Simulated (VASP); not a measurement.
# CsI (Pm-3m) in VASP: settings compared

CsI is run at these levels: PBEsol, LDA, PBE; tasks: single point.

Everything below comes from runs of VASP 6.6.1. Logs are shortened: lines on timing, memory, paths and dates and some standing lists are left out, and cuts for length are marked.

## 1. The cell of the first run

It takes space group Pm-3m (No. 221, cubic). Conventional cell: a = 4.665 Å, b = 4.665 Å, c = 4.665 Å, α = 90.00°, β = 90.00°, γ = 90.00°. Within 5.3 Å of Cs (site symmetry m-3m) lie 8 I at 4.04 Å and 6 Cs at 4.67 Å. Within 5.3 Å of I (site symmetry m-3m) lie 8 Cs at 4.04 Å and 6 I at 4.67 Å.

## 2. Single point, PBEsol

INCAR reads:

```
SYSTEM = CsI
ALGO = Normal ; EDIFF = 1E-6
ENCUT = 500 ; GGA = PS
GGA_COMPAT = .False. ; ISIF = 2
ISMEAR = 0 ; LASPH = .True.
LCHARG = .False. ; LREAL = .False.
LWAVE = .False. ; NBANDS = 15
NELM = 120 ; PREC = Accurate
SIGMA = 0.05
```

KPOINTS reads:

```
k-points
0
Gamma
  8 8 8
  0 0 0
```

POSCAR reads:

```
CsI
1.0
    4.6654673611      0.0000000000      0.0000000000
    0.0000000000      4.6654673611      0.0000000000
    0.0000000000      0.0000000000      4.6654673611
Cs I
1 1
Direct
    0.0000000000      0.0000000000      0.0000000000
    0.5000000000      0.5000000000      0.5000000000
```

Potentials or basis: VASP PAW PBE potentials, release 64 (Cs_sv, I).

The run is started by

```
cat potpaw_PBE.64/Cs_sv/POTCAR potpaw_PBE.64/I/POTCAR > POTCAR
mpirun -np 1 vasp_std > vasp.out
```

OUTCAR:

```text
SYSTEM = CsI
   EDIFF = 1E-6
   ENCUT = 500
   GGA = PS
   ISIF = 2
   ISMEAR = 0
   LASPH = .True.
   LREAL = .False.
   NELM = 120
   PREC = Accurate

 ion  position               nearest neighbor table
   1  0.000  0.000  0.000-
   2  0.500  0.500  0.500-

  LATTYP: Found a simple cubic cell.
 ALAT       =     4.6654673611

  Lattice vectors:

 A1 = (   4.6654673611,   0.0000000000,   0.0000000000)
 A2 = (   0.0000000000,   4.6654673611,   0.0000000000)
 A3 = (   0.0000000000,   0.0000000000,   4.6654673611)

Analysis of symmetry for initial positions (statically):
=====================================================================
 Subroutine PRICEL returns:
 Original cell was already a primitive cell.

 Routine SETGRP: Setting up the symmetry group for a
 simple cubic supercell.

 Subroutine GETGRP returns: Found 48 space group operations
 (whereof 48 operations were pure point group operations)
 out of a pool of 48 trial point group operations.

The static configuration has the point symmetry O_h .

Analysis of symmetry for dynamics (positions and initial velocities):
=====================================================================
 Subroutine PRICEL returns:
 Original cell was already a primitive cell.

 Routine SETGRP: Setting up the symmetry group for a
 simple cubic supercell.

 Subroutine GETGRP returns: Found 48 space group operations
 (whereof 48 operations were pure point group operations)
 out of a pool of 48 trial point group operations.

The dynamic configuration has the point symmetry O_h .

 Subroutine INISYM returns: Found 48 space group operations
 (whereof 48 operations are pure point group operations),
 and found     1 'primitive' translations

----------------------------------------------------------------------------------------

                                     Primitive cell

  volume of cell :     101.5513

  direct lattice vectors                    reciprocal lattice vectors
     4.665467361  0.000000000  0.000000000     0.214340799  0.000000000  0.000000000
     0.000000000  4.665467361  0.000000000     0.000000000  0.214340799  0.000000000
     0.000000000  0.000000000  4.665467361     0.000000000  0.000000000  0.214340799

  length of vectors
     4.665467361  4.665467361  4.665467361     0.214340799  0.214340799  0.214340799

  position of ions in fractional coordinates (direct lattice)
     0.000000000  0.000000000  0.000000000
     0.500000000  0.500000000  0.500000000

[... 81 lines left out ...]
   NFREE  =      0    steps in history (QN), initial steepest desc. (CG)
   ISIF   =      2    stress and relaxation
   ISYM   =      2    0-nonsym 1-usesym 2-fastsym
   POTIM  = 0.5000    time-step for ionic-motion
   TEBEG  =    0.0;   TEEND  =   0.0 temperature during run
   PSTRESS=    0.0 pullay stress
   NELECT =      16.0000    total number of electrons
   NUPDOWN=      -1.0000    fix difference up-down
   EMIN   =  10.00;   EMAX   =-10.00  energy-range for DOS
   EFERMI =   0.00;   METHOD = LEGACY
   ISMEAR =     0;   SIGMA  =   0.05  broadening in eV -4-tet -1-fermi 0-gaus
   EFERMI_NEDOS =   21; number of points for ismear=-14 and -15
   IALGO  =     38    algorithm
   IMIX   =      4    mixing-type and parameters
     AMIX     =   0.40;   BMIX     =  1.00
     AMIX_MAG =   1.60;   BMIX_MAG =  1.00
  volume/ion in A,a.u.               =      50.78       342.65
  Fermi-wavevector in a.u.,A,eV,Ry     =   0.884205  1.670905 10.637288  0.781819
  Thomas-Fermi vector in A             =   2.005074
   LORBIT       =      0    0 simple, 1 ext, 2 COOP (PROOUT), +10 PAW based schemes
   GGA     = PS    functional components
   LHFCALC =     F    Hartree Fock is set to
   AEXX    =    0.0000 exact exchange contribution
   IVDW    =     0    specifies the selected vdW correction
   LEPSILON=     F    determine dielectric tensor
   LRPA    =     F    only Hartree local field effects (RPA)
 non-spin polarized calculation
 Gauss-broadening in eV      SIGMA  =   0.05
  energy-cutoff  :      500.00
  volume of cell :      101.55
 maximum number of plane-waves:      2612
 NGX is ok and might be reduce to    36
   NGX = 17   NGY = 17   NGZ = 17

 number of electron      15.9999999 magnetization

 Free energy of the ion-electron system (eV)
  ---------------------------------------------------
  ext. energy  EPLUGINS =         0.00000000
  ---------------------------------------------------
  free energy    TOTEN  =        -5.74245397 eV

  energy without entropy =       -5.74245397  energy(sigma->0) =       -5.74245397

 E-fermi :   0.5450     XC(G=0):  -7.6744

 val. band max:        0.3353310691   @ k =   0.5000   0.5000   0.0000
 cond. band min:       3.8520434387   @ k =   0.0000   0.0000   0.0000
 fundamental gap:      3.5167123696
 Fermi energy:         0.5449952136

 k-point     1 :       0.0000    0.0000    0.0000
  band No.  band energies     occupation
      1     -20.1102      2.00000
      2     -10.2646      2.00000
      3      -6.7997      2.00000
      4      -6.7997      2.00000
      5      -6.7997      2.00000
      6       0.2368      2.00000
      7       0.2368      2.00000
      8       0.2368      2.00000
      9       3.8520      0.00000
     10       4.5125      0.00000
     11       4.5125      0.00000
     12       7.9424      0.00000
     13       7.9424      0.00000
     14       7.9424      0.00000
[... 401 lines left out ...]
      2     -10.1286      2.00000
      3      -7.0695      2.00000
      4      -7.0434      2.00000
      5      -6.7685      2.00000
      6      -0.6146      2.00000
      7      -0.4691      2.00000
      8       0.1082      2.00000
      9       4.9140      0.00000
     10       5.5924      0.00000
     11       6.4883      0.00000
     12       6.6182      0.00000
     13       8.2025      0.00000
     14       9.0081      0.00000
     15       9.5619      0.00000

 [... further k-points ...]
[... 5 lines left out ...]
  --------------------------------------------------------------------------------------
  -------------------------------------------------------------------------------------
  Total       -0.6213863     -0.6213863     -0.6213863      0.0000000      0.0000000      0.0000000
  in kB       -9.8036278     -9.8036278     -9.8036278      0.0000000      0.0000000      0.0000000
  external PRESSURE =      -9.8036278 kB  Pullay stress =       0.0000000 kB

 VOLUME and BASIS-vectors are now :
 -----------------------------------------------------------------------------
  energy-cutoff  :      500.00
  volume of cell :      101.55
      direct lattice vectors                 reciprocal lattice vectors
     4.665467361  0.000000000  0.000000000     0.214340799  0.000000000  0.000000000
     0.000000000  4.665467361  0.000000000     0.000000000  0.214340799  0.000000000
     0.000000000  0.000000000  4.665467361     0.000000000  0.000000000  0.214340799

 POSITION                                       TOTAL-FORCE (eV/Angst)
 -----------------------------------------------------------------------------------
      0.00000      0.00000      0.00000         0.000000      0.000000      0.000000
      2.33273      2.33273      2.33273         0.000000      0.000000      0.000000
 -----------------------------------------------------------------------------------
    total drift:                                0.000000      0.000000      0.000000

  FREE ENERGIE OF THE ION-ELECTRON SYSTEM (eV)
  ---------------------------------------------------
  free  energy   TOTEN  =        -5.7424539673 eV

  energy  without entropy=       -5.7424539673  energy(sigma->0) =       -5.74245397
```

OSZICAR:

```text
N       E                     dE             d eps       ncg     rms          rms(c)
DAV:   1     0.860175261127E+02    0.86018E+02   -0.59122E+03  1050   0.845E+02
DAV:   2     0.165034187712E+01   -0.84367E+02   -0.78324E+02  1498   0.139E+02
DAV:   3    -0.578843269981E+01   -0.74388E+01   -0.74160E+01  1393   0.458E+01
DAV:   4    -0.589101771015E+01   -0.10259E+00   -0.10258E+00  1356   0.661E+00
DAV:   5    -0.589189776620E+01   -0.88006E-03   -0.88005E-03  1407   0.601E-01    0.134E+00
DAV:   6    -0.576719874069E+01    0.12470E+00   -0.95023E-02  1267   0.150E+00    0.877E-01
DAV:   7    -0.573970354198E+01    0.27495E-01   -0.88599E-02  1309   0.141E+00    0.521E-01
DAV:   8    -0.574269803535E+01   -0.29945E-02   -0.12176E-02  1155   0.577E-01    0.109E-01
DAV:   9    -0.574238735942E+01    0.31068E-03   -0.85115E-04  1393   0.138E-01    0.381E-02
DAV:  10    -0.574245533674E+01   -0.67977E-04   -0.18933E-04  1155   0.750E-02    0.283E-02
DAV:  11    -0.574245298287E+01    0.23539E-05   -0.54082E-06  1386   0.133E-02    0.159E-02
DAV:  12    -0.574245408855E+01   -0.11057E-05   -0.34801E-06  1211   0.107E-02    0.297E-03
DAV:  13    -0.574245396729E+01    0.12126E-06   -0.27388E-07   840   0.249E-03
   1 F= -.57424540E+01 E0= -.57424540E+01  d E =-.384983E-11
```

stdout:

```text
POSCAR found type information on POSCAR CsI
 POSCAR found :  2 types and       2 ions
 scaLAPACK will be used
 -----------------------------------------------------------------------------
|                                                                             |
|                                                                             |
|     You enforced a specific xc type in the INCAR file but a different       |
|     I HOPE YOU KNOW WHAT YOU ARE DOING!                                     |
|                                                                             |
 -----------------------------------------------------------------------------

 LDA part: xc-table for (Slater+PW92), standard interpolation
 POSCAR, INCAR and KPOINTS ok, starting setup
 FFT: planning ... GRIDC
 FFT: planning ... GRID_SOFT
 FFT: planning ... GRID
 WAVECAR not read
 entering main loop
```

Wall time 58 s (1 thread of Intel Xeon 8259CL, shared host); peak memory 0.23 GiB.

Results:

```yaml
Free_energy: -5.7425 eV
Pressure: -1.0 GPa
Band_gap_on_the_k_mesh: 3.52 eV (least direct gap 3.62 eV)
```

Levels at points of the mesh, in eV from the valence-band top:
```csv
k point,band 6,band 7,band 8,band 9,band 10,band 11
"(0.00, 0.00, 0.00)",-0.10,-0.10,-0.10,3.52,4.18,4.18
"(0.50, 0.00, 0.00)",-1.45,-0.22,-0.22,5.14,6.08,6.36
"(0.50, 0.50, 0.00)",-0.83,-0.83,0.00,4.14,4.79,6.02
"(0.50, 0.50, 0.50)",-1.18,-1.18,-1.18,6.86,6.86,6.86
```

Caveat: the PAW data sets were made with another functional, which shifts forces and pressure a little; spin-orbit coupling is left out, which moves the levels of the heavy elements.

## 3. Single point, LDA

INCAR reads:

```
ALGO = Normal
EDIFF = 1E-6
ENCUT = 500
GGA = CA
GGA_COMPAT = False
ISIF = 2
ISMEAR = 0
LASPH = True
LCHARG = False
LREAL = False
LWAVE = False
NBANDS = 15
NELM = 120
PREC = Accurate
SIGMA = 0.05
```

KPOINTS reads:

```
k-points
0
Gamma
  8 8 8
```

POSCAR is that of step 2.

Potentials or basis: VASP PAW LDA potentials, release 64 (Cs_sv, I).

The run is started by

```
cat potpaw_LDA.64/Cs_sv/POTCAR potpaw_LDA.64/I/POTCAR > POTCAR
mpirun -np 1 vasp_std > vasp.out
```

It took 55 s on 1 thread of Intel Xeon 8259CL, shared host; peak memory 0.2 GiB.

The run converged. Its results:

```yaml
Free_energy: -6.0786 eV
Pressure: -1.9 GPa
Band_gap_on_the_k_mesh: 3.34 eV (least direct gap 3.44 eV)
```

Levels at points of the mesh, in eV from the valence-band top:
| k point | band 5 | band 6 | band 7 | band 8 | band 9 | band 10 | band 11 | band 12 |
| --- | --- | --- | --- | --- | --- | --- | --- | --- |
| (0.00, 0.00, 0.00) | -7.12 | -0.10 | -0.10 | -0.10 | 3.34 | 4.05 | 4.05 | 7.53 |
| (0.50, 0.00, 0.00) | -7.07 | -1.48 | -0.22 | -0.22 | 4.99 | 5.96 | 6.20 | 6.68 |
| (0.50, 0.50, 0.00) | -7.03 | -0.83 | -0.83 | 0.00 | 3.99 | 4.68 | 5.93 | 5.93 |
| (0.50, 0.50, 0.50) | -7.34 | -1.20 | -1.20 | -1.20 | 6.75 | 6.75 | 6.75 | 7.43 |

Caveat: spin-orbit coupling is left out, which moves the levels of the heavy elements. A k mesh can miss the band edges.

## 4. Single point, PBE (51.79 Å³/atom)

This run uses another cell than the first one, of 51.79 Å³/atom.

INCAR reads:

```
SYSTEM = CsI
PREC = Accurate ; ENCUT = 500
EDIFF = 1E-6 ; ISMEAR = 0
SIGMA = 0.05 ; LREAL = .False.
LASPH = .True. ; NELM = 120
ALGO = Normal ; ISIF = 2
LWAVE = .False. ; LCHARG = .False.
GGA = PE ; NBANDS = 15
GGA_COMPAT = .False.
```

KPOINTS reads:

```
Automatic mesh
0
Gamma
  8 8 8
  0 0 0
```

POSCAR reads:

```
CsI
1.0
    4.6963653964      0.0000000000      0.0000000000
    0.0000000000      4.6963653964      0.0000000000
    0.0000000000      0.0000000000      4.6963653964
Cs I
1 1
Direct
    0.0000000000      0.0000000000      0.0000000000
    0.5000000000      0.5000000000      0.5000000000
```

Potentials or basis: VASP PAW PBE potentials, release 64 (Cs_sv, I).

The run is started by

```
cat potpaw_PBE.64/Cs_sv/POTCAR potpaw_PBE.64/I/POTCAR > POTCAR
mpirun -np 1 vasp_std > vasp.out
```

Wall time 60 s (1 thread of Intel Xeon 8259CL, shared host); peak memory 0.23 GiB.

Results (log left out):

```yaml
Free_energy: -5.4422 eV
Pressure: -0.2 GPa
Band_gap_on_the_k_mesh: 3.62 eV (least direct gap 3.72 eV)
```

Levels at points of the mesh, in eV from the valence-band top:
| k point | band 5 | band 6 | band 7 | band 8 | band 9 | band 10 | band 11 | band 12 |
| --- | --- | --- | --- | --- | --- | --- | --- | --- |
| (0.00, 0.00, 0.00) | -7.22 | -0.10 | -0.10 | -0.10 | 3.62 | 4.29 | 4.29 | 7.58 |
| (0.50, 0.00, 0.00) | -7.17 | -1.37 | -0.20 | -0.20 | 5.21 | 6.14 | 6.35 | 6.85 |
| (0.50, 0.50, 0.00) | -7.14 | -0.80 | -0.80 | 0.00 | 4.25 | 4.88 | 6.07 | 6.07 |
| (0.50, 0.50, 0.50) | -7.42 | -1.12 | -1.12 | -1.12 | 6.92 | 6.92 | 6.92 | 7.48 |

Caveat: spin-orbit coupling is left out, which moves the levels of the heavy elements. A k mesh can miss the band edges.

## 5. Single point, PBE (52.81 Å³/atom)

This run uses another cell than the first one, of 52.81 Å³/atom.

INCAR reads:

```
ALGO = Normal
EDIFF = 1E-6
ENCUT = 500
GGA = PE
GGA_COMPAT = F
ISIF = 2
ISMEAR = 0
LASPH = T
LCHARG = F
LREAL = F
LWAVE = F
NBANDS = 15
NELM = 120
PREC = Accurate
SIGMA = 0.05
```

KPOINTS reads:

```
k-points
0
Gamma
  8 8 8
```

POSCAR reads:

```
CsI
1.0
    4.7268621301      0.0000000000      0.0000000000
    0.0000000000      4.7268621301      0.0000000000
    0.0000000000      0.0000000000      4.7268621301
Cs I
1 1
Direct
    0.0000000000      0.0000000000      0.0000000000
    0.5000000000      0.5000000000      0.5000000000
```

The run is started by

```
cat potpaw_PBE.64/Cs_sv/POTCAR potpaw_PBE.64/I/POTCAR > POTCAR
mpirun -np 1 vasp_std > vasp.out
```

Wall time 62 s (1 thread of Intel Xeon 8259CL, shared host); peak memory 0.23 GiB.

The run converged. Its results:

```
Free energy            : -5.4392 eV
Pressure               : -0.3 GPa
Band gap on the k mesh : 3.57 eV (least direct gap 3.67 eV)
```

Levels at points of the mesh, in eV from the valence-band top:
| k point | band 4 | band 5 | band 6 | band 7 | band 8 | band 9 | band 10 | band 11 | band 12 | band 13 |
| --- | --- | --- | --- | --- | --- | --- | --- | --- | --- | --- |
| (0.00, 0.00, 0.00) | -7.25 | -7.25 | -0.10 | -0.10 | -0.10 | 3.57 | 4.31 | 4.31 | 7.53 | 7.53 |
| (0.50, 0.00, 0.00) | -7.21 | -7.21 | -1.33 | -0.19 | -0.19 | 5.21 | 6.07 | 6.27 | 6.86 | 7.57 |
| (0.50, 0.50, 0.00) | -7.51 | -7.18 | -0.78 | -0.78 | 0.00 | 4.24 | 4.87 | 6.06 | 6.06 | 9.02 |
| (0.50, 0.50, 0.50) | -7.44 | -7.44 | -1.07 | -1.07 | -1.07 | 6.86 | 6.86 | 6.86 | 7.40 | 7.40 |

Caveat: spin-orbit coupling is left out, which moves the levels of the heavy elements. A k mesh can miss the band edges.

## 6. Single point, PBE (54.33 Å³/atom)

This run uses another cell than the first one, of 54.33 Å³/atom.

INCAR reads:

```
PREC = Accurate
ENCUT = 500
EDIFF = 1E-6
ISMEAR = 0
SIGMA = 0.05
LREAL = False
LASPH = True
NELM = 120
ALGO = Normal
ISIF = 2
LWAVE = False
LCHARG = False
GGA = PE
NBANDS = 15
GGA_COMPAT = False
```

KPOINTS reads:

```
Automatic mesh
0
Gamma
  8 8 8
```

POSCAR reads:

```
CsI
1.0
    4.7718825743      0.0000000000      0.0000000000
    0.0000000000      4.7718825743      0.0000000000
    0.0000000000      0.0000000000      4.7718825743
Cs I
1 1
Direct
    0.0000000000      0.0000000000      0.0000000000
    0.5000000000      0.5000000000      0.5000000000
```

Potentials or basis: VASP PAW PBE potentials, release 64 (Cs_sv, I).

The run is started by

```
cat potpaw_PBE.64/Cs_sv/POTCAR potpaw_PBE.64/I/POTCAR > POTCAR
mpirun -np 1 vasp_std > vasp.out
```

Wall time 68 s (1 thread of Intel Xeon 8259CL, shared host); peak memory 0.23 GiB.

Results (log left out):

| Item | Value |
| --- | --- |
| Free energy | -5.4310 eV |
| Pressure | -0.5 GPa |
| Band gap on the k mesh | 3.49 eV (least direct gap 3.59 eV) |

Levels at points of the mesh, in eV from the valence-band top:
```
           k point  band 5  band 6  band 7  band 8  band 9  band 10  band 11  band 12
(0.00, 0.00, 0.00)   -7.30   -0.10   -0.10   -0.10    3.49     4.34     4.34     7.46
(0.50, 0.00, 0.00)   -7.26   -1.27   -0.18   -0.18    5.21     5.96     6.15     6.87
(0.50, 0.50, 0.00)   -7.24   -0.76   -0.76    0.00    4.24     4.85     6.04     6.04
(0.50, 0.50, 0.50)   -7.47   -1.02   -1.02   -1.02    6.78     6.78     6.78     7.28
```

Caveat: spin-orbit coupling is left out, which moves the levels of the heavy elements.

## 7. Summary

```csv
level,potentials or basis,cell,gap on the mesh (eV),pressure (GPa)
PBEsol,"VASP PAW PBE potentials, release 64 (Cs_sv, I)","a = 4.665 Å, 2 atoms",3.52,-1.0
LDA,"VASP PAW LDA potentials, release 64 (Cs_sv, I)","a = 4.665 Å, 2 atoms",3.34,-1.9
PBE,"VASP PAW PBE potentials, release 64 (Cs_sv, I)","a = 4.696 Å, 2 atoms",3.62,-0.2
PBE,"VASP PAW PBE potentials, release 64 (Cs_sv, I)","a = 4.727 Å, 2 atoms",3.57,-0.3
PBE,"VASP PAW PBE potentials, release 64 (Cs_sv, I)","a = 4.772 Å, 2 atoms",3.49,-0.5
```

Alike in all rows: task single point; no spin polarisation; k mesh 8 × 8 × 8; cutoff (eV) 500; smearing gaussian 0.05 eV.

Caveats: spin-orbit coupling is left out, which moves the levels of the heavy elements; the PAW data sets were made with another functional, which shifts forces and pressure a little (at least some runs).

Total energies depend on the potentials used, so only differences within one code and one set of settings carry meaning.
